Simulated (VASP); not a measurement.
Wanted: the native input for a VASP 6.6.1 run.

```yaml
Task: single point
Functional: PBE
Potentials_or_basis: VASP PAW PBE potentials, release 64 (Ga_d)
Cutoff: 520 eV
k_mesh: 8 × 8 × 7
Occupations: fermi-dirac, width 0.05 eV
Spin: no spin polarisation
Dipole_correction: no
Further_INCAR_settings: ALGO = Normal; EDIFF = 1e-06; NBANDS = 20
```

The structure of Ga lies in POSCAR:

```
Ga
1.0
    1.4500000000     -4.0650000000      0.0000000000
    1.4500000000      4.0650000000      0.0000000000
    0.0000000000      0.0000000000      3.0432000000
Ga
2
Direct
    0.1330000000      0.8670000000      0.7500000000
    0.8670000000      0.1330000000      0.2500000000
```

One way to write it, as run:

INCAR

```
PREC = Accurate
ENCUT = 520
EDIFF = 1E-6
ISMEAR = -1
SIGMA = 0.05
LREAL = F
LASPH = T
NELM = 60
ALGO = Normal
ISIF = 2
LWAVE = F
LCHARG = F
GGA = PE
NBANDS = 20
```

KPOINTS

```
regular mesh
0
Gamma
  8 8 7
```

Potentials or basis: VASP PAW PBE potentials, release 64 (Ga_d).

Command:

```console
$ cat potpaw_PBE.64/Ga_d/POTCAR > POTCAR
$ mpirun -np 1 vasp_std > vasp.out
```

It gave:

* Pressure: 4.1 GPa
* Largest force: 0.285 eV/Å
* Band gap on the k mesh: zero (bands 13 and 14 overlap by 8.70 eV)

Caveat: the cell stands under pressure.

Wall time 50 s on 1 thread of Intel Xeon 8259CL, on a shared host, peak memory 0.19 GiB.
